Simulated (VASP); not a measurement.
# VSi2 (I4/mmm) in VASP: further runs, part 2 of 2

VASP 6.6.1. Earlier steps stand in the parts before.

### Step 3. Single point, PBE

This run uses another cell than the first one, of 12.84 Å³/atom, 0.950 times its volume.

The input, INCAR:

```
PREC = Accurate ; ENCUT = 520
EDIFF = 1E-7 ; ISMEAR = 0
SIGMA = 0.1 ; LREAL = F
LASPH = T ; NELM = 100
ALGO = Normal ; ISIF = 2
LWAVE = F ; LCHARG = T
GGA = PE ; LELF = T
LVHAR = T ; NBANDS = 18
```

The input, KPOINTS:

```
Automatic mesh
0
Gamma
  18 18 18
```

The input, POSCAR:

```
VSi2
1.0
   -1.5703490425      1.5703490425      3.9042729921
    1.5703490425     -1.5703490425      3.9042729921
    1.5703490425      1.5703490425     -3.9042729921
Si V
2 1
Direct
    0.3353650213      0.3353650213      0.0000000000
    0.6646349787      0.6646349787      0.0000000000
    0.0000000000      0.0000000000      0.0000000000
```

Potentials or basis: VASP PAW PBE potentials, release 64 (Si, V_sv).

Launch:

```bash
$ cat potpaw_PBE.64/Si/POTCAR potpaw_PBE.64/V_sv/POTCAR > POTCAR
$ mpirun -np 1 vasp_std > vasp.out
```

OUTCAR:

```text
PREC = Accurate
   ENCUT = 520
   EDIFF = 1E-7
   ISMEAR = 0
   LREAL = F
   LASPH = T
   NELM = 100
   ISIF = 2
   GGA = PE

 ion  position               nearest neighbor table
   1  0.335  0.335  0.000-   3 2.57   3 2.57   3 2.57   3 2.57   2 2.57   2 2.59   2 2.59   2 2.59
                             2 2.59   3 2.62
   2  0.665  0.665  0.000-   3 2.57   3 2.57   3 2.57   3 2.57   1 2.57   1 2.59   1 2.59   1 2.59
                             1 2.59   3 2.62
   3  0.000  0.000  0.000-   2 2.57   2 2.57   2 2.57   1 2.57   2 2.57   1 2.57   1 2.57   1 2.57
                             1 2.62   2 2.62

  LATTYP: Found a body centered tetragonal cell.
 ALAT       =     3.1406980850
 C/A-ratio  =     2.4862453419

  Lattice vectors:

 A1 = (  -1.5703490425,   1.5703490425,   3.9042729921)
 A2 = (   1.5703490425,  -1.5703490425,   3.9042729921)
 A3 = (   1.5703490425,   1.5703490425,  -3.9042729921)

Analysis of symmetry for initial positions (statically):
=====================================================================
 Subroutine PRICEL returns:
 Original cell was already a primitive cell.

 Routine SETGRP: Setting up the symmetry group for a
 body centered tetragonal supercell.
[... 165 lines left out ...]
  ---------------------------------------------------
  free energy    TOTEN  =       -21.09104715 eV

  energy without entropy =      -21.08501059  energy(sigma->0) =      -21.08802887

 E-fermi :  10.7260     XC(G=0): -12.1699

 val. band max:       10.7199045395   @ k =  -0.4444  -0.4444   0.2778
 cond. band min:      10.7264611071   @ k =   0.4444   0.1111   0.0556
 fundamental gap:      0.0065565676
 Fermi energy:        10.7260119696

 k-point     1 :       0.0000    0.0000    0.0000
  band No.  band energies     occupation
      1     -52.8908      2.00000
      2     -26.7726      2.00000
      3     -26.7224      2.00000
      4     -26.7224      2.00000
      5      -2.2598      2.00000
      6       5.6898      2.00000
[... 481 lines left out ...]
      5      -1.4122      2.00000
      6       5.5211      2.00000
[... 10 lines left out ...]
     17      16.9973      0.00000
     18      20.0786      0.00000

 [... further k-points ...]
[... 5 lines left out ...]
  --------------------------------------------------------------------------------------
  -------------------------------------------------------------------------------------
  Total        0.0091769      0.0091769      0.0091118      0.0000000      0.0000000      0.0000000
  in kB        0.3817808      0.3817808      0.3790712      0.0000000      0.0000000      0.0000000
  external PRESSURE =       0.3808776 kB  Pullay stress =       0.0000000 kB

 VOLUME and BASIS-vectors are now :
 -----------------------------------------------------------------------------
  energy-cutoff  :      520.00
  volume of cell :       38.51
      direct lattice vectors                 reciprocal lattice vectors
    -1.570349042  1.570349042  3.904272992     0.000000000  0.318400551  0.128064815
     1.570349042 -1.570349042  3.904272992     0.318400551  0.000000000  0.128064815
     1.570349042  1.570349042 -3.904272992     0.318400551  0.318400551  0.000000000

 POSITION                                       TOTAL-FORCE (eV/Angst)
 -----------------------------------------------------------------------------------
      0.00000      0.00000      2.61871         0.000000      0.000000      0.000230
      0.00000      0.00000      5.18983        -0.000000     -0.000000     -0.000230
      0.00000      0.00000      0.00000         0.000000      0.000000      0.000000
 -----------------------------------------------------------------------------------
    total drift:                               -0.000000      0.000000     -0.000000

  FREE ENERGIE OF THE ION-ELECTRON SYSTEM (eV)
  ---------------------------------------------------
  free  energy   TOTEN  =       -21.0910471476 eV

  energy  without entropy=      -21.0850105858  energy(sigma->0) =      -21.08802887
```

Wall time 3.9 min (1 thread of Intel Xeon 6975P-C (Granite Rapids), shared host); peak memory 0.45 GiB.

Results:

```yaml
Free_energy: -21.0910 eV
Pressure: 0.0 GPa
```

Levels at points of the mesh, in eV from the Fermi level:
```
           k point  band 8  band 9  band 10  band 11  band 12  band 13
(0.00, 0.00, 0.00)   -1.14   -1.14    -1.13     1.24     3.51     4.06
(0.50, 0.00, 0.00)   -3.67   -0.92    -0.90     0.65     2.36     3.61
(0.50, 0.50, 0.00)   -4.46   -3.22    -1.44    -1.20     2.37     2.65
(0.50, 0.50, 0.50)   -0.76    0.30     0.30     0.59     0.59     1.31
```

### Step 4. Relaxation of cell and atoms, PBE

The input, INCAR:

```
SYSTEM = VSi2
PREC = Accurate
ENCUT = 600
EDIFF = 1E-6
ISMEAR = 0
SIGMA = 0.1
LREAL = .False.
LASPH = .True.
NELM = 100
ALGO = Normal
ISIF = 3
LWAVE = .False.
LCHARG = .False.
GGA = PE
IBRION = 2
NSW = 80
EDIFFG = -0.01
```

The input, KPOINTS:

```
Automatic mesh
0
Gamma
  18 18 18
  0 0 0
```

The input, POSCAR:

```
VSi2
1.0
   -1.6055699706      1.6055699706      3.9295257316
    1.6055699706     -1.6055699706      3.9295257316
    1.6055699706      1.6055699706     -3.9295257316
Si V
2 1
Direct
    0.3350991393      0.3350991393      0.0000000000
    0.6649008607      0.6649008607      0.0000000000
    0.0000000000      0.0000000000      0.0000000000
```

Launch:

```bash
$ cat potpaw_PBE.64/Si/POTCAR potpaw_PBE.64/V_sv/POTCAR > POTCAR
$ mpirun -np 1 vasp_std > vasp.out
```

It took 66 min on 1 thread of AMD EPYC 7R13 (Zen 3), shared host; peak memory 0.47 GiB.

The run converged. Its results:

```yaml
Free_energy: -21.0918 eV
Relaxed_volume: 12.84 Å³/atom
Relaxed_cell: a = 4.492 Å, b = 4.492 Å, c = 4.492 Å, α = 139.07°, β = 139.07°, γ = 59.27°
Space_group_after_relaxing_to_0.05_Å: I4/mmm (No. 139)
Energy_gained_by_relaxing: 17.9 meV/atom
Ionic_steps: 8
Pressure_after_relaxing: 0.0 GPa
Largest_force_after_relaxing: 0.009 eV/Å
```

Forces on the atoms (eV/Å):
```
Si   0.000  0.000  0.009
Si   0.000  0.000 -0.009
V    0.000  0.000  0.000
```

Step by step:
| step | energy change (eV) | largest force (eV/Å) | pressure (GPa) | volume (Å³) |
| --- | --- | --- | --- | --- |
| 1 | 0.0000 | 0.0516 | -7.57 | 40.52 |
| 2 | -0.0128 | 0.0601 | 8.28 | 36.89 |
| 3 | -0.0518 | 0.0064 | 0.09 | 38.51 |
| 4 | -0.0518 | 0.0070 | 0.42 | 38.47 |
| 5 | -0.0538 | 0.0152 | 0.16 | 38.47 |
| 6 | -0.0538 | 0.0131 | 0.19 | 38.47 |
| 7 | -0.0538 | 0.0056 | -0.14 | 38.54 |
| 8 | -0.0538 | 0.0088 | 0.03 | 38.51 |

Final structure:
```xyz
3
Lattice="-1.5704 1.5704 3.9041 1.5704 -1.5704 3.9041 1.5704 1.5704 -3.9041" Properties=species:S:1:pos:R:3 pbc="T T T"
Si    0.0000    0.0000    2.6180
Si    0.0000    0.0000    5.1902
V     0.0000    0.0000    0.0000
```

Levels at points of the mesh, in eV from the Fermi level:
```
           k point  band 7  band 8  band 9  band 10  band 11  band 12  band 13  band 14
(0.00, 0.00, 0.00)   -3.07   -1.14   -1.14    -1.13     1.24     3.51     4.06     4.20
(0.50, 0.00, 0.00)   -4.18   -3.67   -0.92    -0.90     0.65     2.35     3.61     4.20
(0.50, 0.50, 0.00)   -5.34   -4.46   -3.22    -1.44    -1.19     2.37     2.65     3.01
(0.50, 0.50, 0.50)   -1.63   -0.77    0.30     0.30     0.59     0.59     1.31     5.65
```

### Step 5. Summary

| task | spin | cell | k mesh | cutoff (eV) | gap on the mesh (eV) | pressure (GPa) | largest force (eV/Å) |
| --- | --- | --- | --- | --- | --- | --- | --- |
| single point | collinear, ferromagnetic start | a = 4.538 Å, angles 138.6, 138.6, 60.0°, 3 atoms | 8 × 8 × 8 | 520 | none | -7.6 | 0.03 |
| single point | off | a = 4.492 Å, angles 139.1, 139.1, 59.3°, 3 atoms | 18 × 18 × 18 | 520 | none | 0.0 | - |
| relaxation of cell and atoms | off | relaxed from a = 4.538 Å, angles 138.6, 138.6, 60.0°, 3 atoms | 18 × 18 × 18 | 600 | none | 0.0 | 0.01 |

Alike in all rows: level PBE; potentials or basis VASP PAW PBE potentials, release 64 (Si, V_sv); smearing gaussian 0.1 eV.

Absolute energies hang on the potentials; compare differences alone.
